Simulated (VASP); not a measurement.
Write the native input for VASP 6.6.1 that does the following.

* Task: single point
* Functional: PBEsol
* Potentials or basis: VASP PAW PBE potentials, release 64 (Ga_d, As)
* Cutoff: 500 eV
* k mesh: 10 × 10 × 10
* Occupations: gaussian, width 0.02 eV
* Spin: no spin polarisation
* Dipole correction: no
* Further INCAR settings: ALGO = Normal; EDIFF = 1e-06; NBANDS = 16

The structure of GaAs lies in POSCAR:

```
GaAs
1.0
    0.0000000000      2.8297139657      2.8297139657
    2.8297139657      0.0000000000      2.8297139657
    2.8297139657      2.8297139657      0.0000000000
Ga As
1 1
Direct
    0.0000000000      0.0000000000      0.0000000000
    0.2500000000      0.2500000000      0.2500000000
```

One way to write it, as run:

INCAR

```
PREC     = Accurate       # precision mode
ENCUT    = 500            # plane-wave cutoff, eV
EDIFF    = 1E-6           # SCF threshold, eV
ISMEAR   = 0              # smearing method
SIGMA    = 0.02           # smearing width, eV
LREAL    = F              # projectors in reciprocal space
LASPH    = T              # aspherical terms in the spheres
NELM     = 120            # most SCF steps
ALGO     = Normal         # electronic algorithm
ISIF     = 2              # what is computed and relaxed
LWAVE    = F              # write WAVECAR
LCHARG   = T              # write CHGCAR
GGA      = PS             # functional
LELF     = T              # ELF
LVHAR    = T            
NBANDS   = 16             # bands
GGA_COMPAT= F
```

KPOINTS

```
Automatic mesh
0
Gamma
  10 10 10
```

Potentials or basis: VASP PAW PBE potentials, release 64 (Ga_d, As).

Run with:

```sh
$ cat potpaw_PBE.64/Ga_d/POTCAR potpaw_PBE.64/As/POTCAR > POTCAR
$ mpirun -np 1 vasp_std > vasp.out
```

Results of the run:

```yaml
Pressure: 0.1 GPa
Band_gap_on_the_k_mesh: 0.43 eV
```

Caveat: the PAW data sets were made with another functional, which shifts forces and pressure a little.

It took 34 s on 1 thread of AMD EPYC 7R43 64-Core Processor (Zen 3), with other jobs on the host, peak memory 0.15 GiB.
